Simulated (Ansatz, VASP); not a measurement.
CdF2: VASP beside Ansatz

```
CELL_PARAMETERS angstrom
-0.02741 2.74072 2.74072
2.74072 -0.02741 2.74072
2.71331 2.71331 0.00000
ATOMIC_POSITIONS crystal
Cd 0.00000 0.00000 0.00000
F 0.25000 0.25000 0.25000
F 0.75000 0.75000 0.75000
```

Change from the starting cell: xy shear strain of -2 %.

Alike in both runs: task single point; functional PBE; k mesh 11 × 11 × 11; occupations fermi-dirac, width 0.05 eV; no spin polarisation.

|  | VASP | Ansatz |
| --- | --- | --- |
| version | VASP 6.6.1 | Ansatz 0.2.0 |
| potentials or method | VASP PAW PBE potentials, release 64 (Cd, F), cutoff 520 eV | all-electron LAPW, scalar-relativistic |

|  | VASP | Ansatz | Ansatz less VASP |
| --- | --- | --- | --- |
| gap on the k mesh at the Fermi level (eV) | 2.90 | 2.93 | +0.024 |
| pressure (GPa) | 0.6 | 0.0 | -0.56 |
| traceless stress, the component that is largest in VASP (GPa) | 0.42 | 0.36 | -0.063 |
| rms of the force components (eV/Å) | 0.014 | 0.011 | -0.0031 |

Atom by atom the forces differ by 0.003 eV/Å (rms over components). Ansatz ran all-electron here, and VASP with PAW potentials.
